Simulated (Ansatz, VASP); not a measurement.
GaO: VASP beside Ansatz

```
Ga O
1.0
     3.10081    0.00000    0.00000
    -1.55041    2.68538    0.00000
     0.00000    0.00000   14.66291
Ga O
4 4
Direct
  0.33333 0.66667 0.41459
  0.33333 0.66667 0.58541
  0.00000 0.00000 0.08542
  0.00000 0.00000 0.91458
  0.66667 0.33333 0.13530
  0.66667 0.33333 0.86470
  0.00000 0.00000 0.36468
  0.00000 0.00000 0.63532
```

Alike in both runs: functional PBE; k mesh 12 × 12 × 2; no spin polarisation.

Ansatz relaxed the structure, and its values are those at the end. VASP's run is a single point on that final structure, the one shown.

|  | VASP | Ansatz |
| --- | --- | --- |
| version | VASP 6.6.1 | Ansatz 0.2.0 |
| potentials or method | VASP PAW PBE potentials, release 64 (Ga_d, O), cutoff 520 eV | scalar-relativistic, plane waves, PAW |
| occupations | gaussian, width 0.01 eV | fixed |
| valence electrons in the cell | 76 | 76 |

```csv
,VASP,Ansatz,Ansatz less VASP
gap on the k mesh at the Fermi level (eV),1.30,1.32,+0.020
least direct gap on the mesh (eV),1.60,1.61,+0.015
pressure (GPa),0.5,0.0,-0.45
rms of the force components (eV/Å),0.026,0.000,-0.0261
```
